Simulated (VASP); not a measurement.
# GeW3 (Fm-3m) in VASP: single point with PBE

Aim: the single point of GeW3 with PBE.

Everything below comes from runs of VASP 6.6.1. Logs are shortened: lines on timing, memory, paths and dates and some standing lists are left out, and cuts for length are marked.

## Step 1: The cell of the first run

Symmetry: Fm-3m, No. 225, cubic system. The conventional cell has a = 6.320 Å, b = 6.320 Å, c = 6.320 Å, α = 90.00°, β = 90.00°, γ = 90.00°. Within 3.6 Å of Ge (site symmetry m-3m) lie 14 W at 2.74 to 3.16 Å. Within 3.6 Å of W (site symmetry -43m) lie 4 Ge at 2.74 Å and 10 W at 2.74 to 3.16 Å. Within 3.6 Å of W (site symmetry m-3m) lie 8 W at 2.74 Å and 6 Ge at 3.16 Å.

## Step 2: Single point, PBE

Input file POSCAR:

```
GeW3
1.0
    0.0000000000      3.1600943988      3.1600943988
    3.1600943988      0.0000000000      3.1600943988
    3.1600943988      3.1600943988      0.0000000000
Ge W
1 3
Direct
    0.5000000000      0.5000000000      0.5000000000
    0.2500000000      0.2500000000      0.2500000000
    0.0000000000      0.0000000000      0.0000000000
    0.7500000000      0.7500000000      0.7500000000
```

Input file INCAR.step1:

```
PREC     = Accurate       # precision mode
ENCUT    = 520            # plane-wave cutoff, eV
EDIFF    = 1E-7           # SCF threshold, eV
ISMEAR   = 0              # smearing method
SIGMA    = 0.1            # smearing width, eV
LREAL    = F              # projectors in reciprocal space
LASPH    = T              # aspherical terms in the spheres
NELM     = 60             # most SCF steps
ALGO     = Fast           # electronic algorithm
ISIF     = 2              # what is computed and relaxed
LWAVE    = F              # write WAVECAR
LCHARG   = T              # write CHGCAR
LMAXMIX  = 4              # l up to which the mixer works
GGA      = PE             # functional
NBANDS   = 36             # bands
```

Input file KPOINTS.step1:

```
regular mesh
0
Gamma
  12 12 12
```

Input file INCAR.step2:

```
PREC     = Accurate       # precision mode
ENCUT    = 520            # plane-wave cutoff, eV
EDIFF    = 1E-7           # SCF threshold, eV
ISMEAR   = -5             # smearing method
SIGMA    = 0.1            # smearing width, eV
LREAL    = F              # projectors in reciprocal space
LASPH    = T              # aspherical terms in the spheres
NELM     = 60             # most SCF steps
ALGO     = Fast           # electronic algorithm
ISIF     = 2              # what is computed and relaxed
LWAVE    = F              # write WAVECAR
LCHARG   = F              # write CHGCAR
LMAXMIX  = 4              # l up to which the mixer works
GGA      = PE             # functional
LORBIT   = 10             # projections on sites
NBANDS   = 36             # bands
NEDOS    = 1001           # points of the DOS
ICHARG   = 11             # starting density
```

Input file KPOINTS.step2:

```
regular mesh
0
Gamma
  18 18 18
```

Potentials or basis: VASP PAW PBE potentials, release 64 (Ge_d, W_sv).

Command:

```sh
$ cat potpaw_PBE.64/Ge_d/POTCAR potpaw_PBE.64/W_sv/POTCAR > POTCAR
$ cp INCAR.step1 INCAR
$ cp KPOINTS.step1 KPOINTS
$ mpirun -np 1 vasp_std > vasp.out
$ cp INCAR.step2 INCAR
$ cp KPOINTS.step2 KPOINTS
$ mpirun -np 1 vasp_std > vasp.out
```

OUTCAR:

```text
PREC = Accurate
   ENCUT = 520
   EDIFF = 1E-7
   ISMEAR = -5
   LREAL = F
   LASPH = T
   NELM = 60
   ISIF = 2
   GGA = PE
   LORBIT = 10
   ICHARG = 11

 ion  position               nearest neighbor table
   1  0.500  0.500  0.500-   2 2.74   2 2.74   2 2.74   2 2.74   4 2.74   4 2.74   4 2.74   4 2.74
                             3 3.16   3 3.16   3 3.16   3 3.16   3 3.16   3 3.16
   2  0.250  0.250  0.250-   3 2.74   3 2.74   3 2.74   1 2.74   3 2.74   1 2.74   1 2.74   1 2.74
                             4 3.16   4 3.16   4 3.16   4 3.16   4 3.16   4 3.16
   3  0.000  0.000  0.000-   4 2.74   4 2.74   4 2.74   2 2.74   4 2.74   2 2.74   2 2.74   2 2.74
                             1 3.16   1 3.16   1 3.16   1 3.16   1 3.16   1 3.16
   4  0.750  0.750  0.750-   1 2.74   1 2.74   1 2.74   1 2.74   3 2.74   3 2.74   3 2.74   3 2.74
                             2 3.16   2 3.16   2 3.16   2 3.16   2 3.16   2 3.16

  LATTYP: Found a face centered cubic cell.
 ALAT       =     6.3201887976

  Lattice vectors:

 A1 = (   0.0000000000,   3.1600943988,   3.1600943988)
 A2 = (   3.1600943988,   0.0000000000,   3.1600943988)
 A3 = (   3.1600943988,   3.1600943988,   0.0000000000)

Analysis of symmetry for initial positions (statically):
=====================================================================
 Subroutine PRICEL returns:
 Original cell was already a primitive cell.

 Routine SETGRP: Setting up the symmetry group for a
 face centered cubic supercell.

 Subroutine GETGRP returns: Found 48 space group operations
 (whereof 48 operations were pure point group operations)
 out of a pool of 48 trial point group operations.

The static configuration has the point symmetry O_h .

Analysis of symmetry for dynamics (positions and initial velocities):
=====================================================================
 Subroutine PRICEL returns:
 Original cell was already a primitive cell.

 Routine SETGRP: Setting up the symmetry group for a
 face centered cubic supercell.

 Subroutine GETGRP returns: Found 48 space group operations
 (whereof 48 operations were pure point group operations)
 out of a pool of 48 trial point group operations.

The dynamic configuration has the point symmetry O_h .

 Subroutine INISYM returns: Found 48 space group operations
 (whereof 48 operations are pure point group operations),
 and found     1 'primitive' translations

----------------------------------------------------------------------------------------

                                     Primitive cell

  volume of cell :      63.1146

  direct lattice vectors                    reciprocal lattice vectors
     0.000000000  3.160094399  3.160094399    -0.158223121  0.158223121  0.158223121
     3.160094399  0.000000000  3.160094399     0.158223121 -0.158223121  0.158223121
     3.160094399  3.160094399  0.000000000     0.158223121  0.158223121 -0.158223121

  length of vectors
     4.469048357  4.469048357  4.469048357     0.274050485  0.274050485  0.274050485

  position of ions in fractional coordinates (direct lattice)
     0.500000000  0.500000000  0.500000000
     0.250000000  0.250000000  0.250000000
     0.000000000  0.000000000  0.000000000
     0.750000000  0.750000000  0.750000000

  ion indices of the primitive-cell ions
   primitive index   ion index
                 1           1
                 2           2
                 3           3
                 4           4

----------------------------------------------------------------------------------------

 KPOINTS: regular mesh

Automatic generation of k-mesh.
 Grid dimensions read from file:
 generate k-points for:   18   18   18

 Generating k-lattice:

  Cartesian coordinates                     Fractional coordinates (reciprocal lattice)
    -0.008790173  0.008790173  0.008790173     0.055555556  0.000000000  0.000000000
     0.008790173 -0.008790173  0.008790173     0.000000000  0.055555556  0.000000000
     0.008790173  0.008790173 -0.008790173     0.000000000  0.000000000  0.055555556

  Length of vectors
     0.015225027  0.015225027  0.015225027

  Shift w.r.t. Gamma in fractional coordinates (k-lattice)
     0.000000000  0.000000000  0.000000000

 TETIRR: Found    806 inequivalent tetrahedra from    34992

 Subroutine IBZKPT returns following result:
 ===========================================

 Found    195 irreducible k-points:

 Following reciprocal coordinates:
            Coordinates               Weight
  0.000000  0.000000  0.000000      1.000000
  0.055556  0.000000  0.000000      8.000000
  0.111111  0.000000  0.000000      8.000000
  0.166667  0.000000  0.000000      8.000000
  0.222222  0.000000  0.000000      8.000000
  0.277778  0.000000  0.000000      8.000000
[... 16 lines left out ...]
 -0.277778  0.055556  0.000000     24.000000
 -0.222222  0.055556  0.000000     24.000000
 [... further k-points ...]
   k-points           NKPTS =    195   k-points in BZ     NKDIM =    195   number of bands    NBANDS=     36
   number of dos      NEDOS =   1001   number of ions     NIONS =      4
   total plane-waves  NPLWV =  46656
   dimension x,y,z NGX =    36 NGY =   36 NGZ =   36
   dimension x,y,z NGXF=    72 NGYF=   72 NGZF=   72
   ions per type =               1   3
   NGX,Y,Z   is equivalent  to a cutoff of  13.39, 13.39, 13.39 a.u.
   NGXF,Y,Z  is equivalent  to a cutoff of  26.78, 26.78, 26.78 a.u.
 SYSTEM =  unknown system
   PREC   = accura    normal or accurate (medium, high low for compatibility)
   ISTART =      0    job   : 0-new  1-cont  2-samecut
   ICHARG =     11    charge: 1-file 2-atom 10-const
   ISPIN  =      1    spin polarized calculation?
   LNONCOLLINEAR =      F non collinear calculations
   LSORBIT =      F    spin-orbit coupling
   LASPH  =      T    aspherical Exc in radial PAW
   ENCUT  =  520.0 eV  38.22 Ry    6.18 a.u.   8.31  8.31  8.31*2*pi/ulx,y,z
   NELM   =     60;   NELMIN=  2; NELMDL=  0     # of ELM steps
   EDIFF  = 0.1E-06   stopping-criterion for ELM
   LREAL  =      F    real-space projection
   EDIFFG = 0.1E-05   stopping-criterion for IOM
   NSW    =      0    number of steps for IOM
   IBRION =     -1    ionic relax: 0-MD 1-quasi-New 2-CG
   NFREE  =      0    steps in history (QN), initial steepest desc. (CG)
   ISIF   =      2    stress and relaxation
   ISYM   =      2    0-nonsym 1-usesym 2-fastsym
   POTIM  = 0.5000    time-step for ionic-motion
   TEBEG  =    0.0;   TEEND  =   0.0 temperature during run
   PSTRESS=    0.0 pullay stress
   NELECT =      56.0000    total number of electrons
   NUPDOWN=      -1.0000    fix difference up-down
   EMIN   =  10.00;   EMAX   =-10.00  energy-range for DOS
   EFERMI =   0.00;   METHOD = LEGACY
   ISMEAR =    -5;   SIGMA  =   0.10  broadening in eV -4-tet -1-fermi 0-gaus
   EFERMI_NEDOS =   21; number of points for ismear=-14 and -15
   IALGO  =     68    algorithm
   IMIX   =      4    mixing-type and parameters
     AMIX     =   0.40;   BMIX     =  1.00
     AMIX_MAG =   1.60;   BMIX_MAG =  1.00
  volume/ion in A,a.u.               =      15.78       106.48
  Fermi-wavevector in a.u.,A,eV,Ry     =   1.573116  2.972758 33.670261  2.474694
  Thomas-Fermi vector in A             =   2.674449
   LORBIT       =     10    0 simple, 1 ext, 2 COOP (PROOUT), +10 PAW based schemes
   GGA     = PE    functional components
   LHFCALC =     F    Hartree Fock is set to
   AEXX    =    0.0000 exact exchange contribution
   IVDW    =     0    specifies the selected vdW correction
   LEPSILON=     F    determine dielectric tensor
   LRPA    =     F    only Hartree local field effects (RPA)
 non-spin polarized calculation
 RMM-DIIS sequential band-by-band and
 Fermi weights with tetrahedron method with Bloechl corrections
  energy-cutoff  :      520.00
  volume of cell :       63.11
 maximum number of plane-waves:      1724
 NGX is ok and might be reduce to    36

 number of electron      56.0000001 magnetization

 Free energy of the ion-electron system (eV)
  ---------------------------------------------------
  ext. energy  EPLUGINS =         0.00000000
  ---------------------------------------------------
  free energy    TOTEN  =       -41.83503003 eV

  energy without entropy =      -41.83503003  energy(sigma->0) =      -41.83503003

 E-fermi :  10.8275     XC(G=0): -13.3161

 val. band max:       10.8572022965   @ k =   0.5000   0.5000   0.0000
 cond. band min:      10.8211660792   @ k =   0.5000   0.4444   0.0556
 fundamental gap:     -0.0360362173
 Fermi energy:        10.8275312557

 k-point     1 :       0.0000    0.0000    0.0000
  band No.  band energies     occupation
      1     -63.3643      2.00000
      2     -62.9467      2.00000
      3     -62.9374      2.00000
      4     -27.7477      2.00000
      5     -27.7477      2.00000
      6     -27.7477      2.00000
[... 28 lines left out ...]
     35      15.2602      0.00000
     36      15.2602      0.00000

 k-point     2 :       0.0556    0.0000    0.0000
  band No.  band energies     occupation
      1     -63.3639      2.00000
      2     -62.9469      2.00000
      3     -62.9376      2.00000
      4     -27.7508      2.00000
      5     -27.7507      2.00000
      6     -27.7507      2.00000
[... 28 lines left out ...]
     35      15.3265      0.00000
     36      15.3887      0.00000

 k-point     3 :       0.1111    0.0000    0.0000
  band No.  band energies     occupation
      1     -63.3628      2.00000
      2     -62.9475      2.00000
      3     -62.9383      2.00000
      4     -27.7590      2.00000
      5     -27.7590      2.00000
      6     -27.7586      2.00000
[... 28 lines left out ...]
     35      15.5387      0.00000
     36      15.5679      0.00000

 k-point     4 :       0.1667    0.0000    0.0000
  band No.  band energies     occupation
      1     -63.3611      2.00000
      2     -62.9483      2.00000
      3     -62.9393      2.00000
      4     -27.7712      2.00000
      5     -27.7712      2.00000
      6     -27.7671      2.00000
[... 28 lines left out ...]
     35      15.6822      0.00000
     36      15.8765      0.00000

 k-point     5 :       0.2222    0.0000    0.0000
  band No.  band energies     occupation
      1     -63.3590      2.00000
      2     -62.9492      2.00000
      3     -62.9406      2.00000
      4     -27.7853      2.00000
      5     -27.7853      2.00000
      6     -27.7729      2.00000
[... 655 lines left out ...]
 k-point    22 :      -0.3333    0.0556    0.0000
  band No.  band energies     occupation
      1     -63.3537      2.00000
      2     -62.9509      2.00000
      3     -62.9443      2.00000
      4     -27.8203      2.00000
      5     -27.8125      2.00000
      6     -27.7724      2.00000
[... 28 lines left out ...]
     35      15.1072      0.00000
     36      16.8066      0.00000

 k-point    23 :      -0.2778    0.0556    0.0000
  band No.  band energies     occupation
      1     -63.3557      2.00000
      2     -62.9503      2.00000
      3     -62.9428      2.00000
      4     -27.8112      2.00000
      5     -27.7995      2.00000
      6     -27.7754      2.00000
[... 28 lines left out ...]
     35      15.4961      0.00000
     36      16.3081      0.00000

 k-point    24 :      -0.2222    0.0556    0.0000
  band No.  band energies     occupation
      1     -63.3579      2.00000
      2     -62.9496      2.00000
      3     -62.9412      2.00000
      4     -27.7999      2.00000
      5     -27.7852      2.00000
      6     -27.7740      2.00000
[... 28 lines left out ...]
     35      15.6700      0.00000
     36      15.9139      0.00000

 [... further k-points ...]

------------------------ aborting loop because EDIFF is reached ----------------------------------------

  FORCE on cell =-STRESS in cart. coord.  units (eV):
  Direction    XX          YY          ZZ          XY          YZ          ZX
  --------------------------------------------------------------------------------------
  -------------------------------------------------------------------------------------
  Total        0.2402903      0.2402903      0.2402903     -0.0000000     -0.0000000      0.0000000
  in kB        6.0998161      6.0998161      6.0998161     -0.0000000     -0.0000000      0.0000000
  external PRESSURE =       6.0998161 kB  Pullay stress =       0.0000000 kB

 VOLUME and BASIS-vectors are now :
 -----------------------------------------------------------------------------
  energy-cutoff  :      520.00
  volume of cell :       63.11
      direct lattice vectors                 reciprocal lattice vectors
     0.000000000  3.160094399  3.160094399    -0.158223121  0.158223121  0.158223121
     3.160094399  0.000000000  3.160094399     0.158223121 -0.158223121  0.158223121
     3.160094399  3.160094399  0.000000000     0.158223121  0.158223121 -0.158223121

 POSITION                                       TOTAL-FORCE (eV/Angst)
 -----------------------------------------------------------------------------------
      3.16009      3.16009      3.16009        -0.000000     -0.000000     -0.000000
      1.58005      1.58005      1.58005        -0.000000     -0.000000     -0.000000
      0.00000      0.00000      0.00000        -0.000000     -0.000000     -0.000000
      4.74014      4.74014      4.74014         0.000000      0.000000      0.000000
 -----------------------------------------------------------------------------------
    total drift:                                0.000000      0.000000      0.000000

  FREE ENERGIE OF THE ION-ELECTRON SYSTEM (eV)
  ---------------------------------------------------
  free  energy   TOTEN  =       -41.8350300303 eV

  energy  without entropy=      -41.8350300303  energy(sigma->0) =      -41.83503003

 total charge

# of ion       s       p       d       tot
------------------------------------------
    1        1.065   1.215  10.135  12.415
    2        2.343   6.269   3.465  12.077
    3        2.424   6.316   3.342  12.082
    4        2.343   6.269   3.465  12.077
--------------------------------------------------
tot          8.176  20.068  20.407  48.651
```

Wall time 11 min (1 thread of AMD EPYC 9R45 (Zen 5), shared host); peak memory 0.45 GiB.

Results:

```yaml
Valence_electrons_inside_the_program's_atomic_spheres: Ge 12.41; W 12.08
```

Levels at points of the mesh, in eV from the Fermi level:
```
           k point  band 24  band 25  band 26  band 27  band 28  band 29  band 30  band 31  band 32  band 33
(0.00, 0.00, 0.00)    -2.12    -2.12    -2.12    -1.08     1.88     1.88     1.88     2.64     2.64     3.54
(0.50, 0.00, 0.00)    -2.93    -1.73    -1.73    -1.29    -0.52    -0.52     1.86     1.86     2.35     2.44
(0.50, 0.50, 0.00)    -2.71    -2.71    -2.54    -0.90     0.03     0.03     0.75     1.69     2.10     3.11
```

Caveat: spin-orbit coupling is left out, which moves the levels of the heavy elements; tetrahedron occupations give inexact forces and stress in metals.
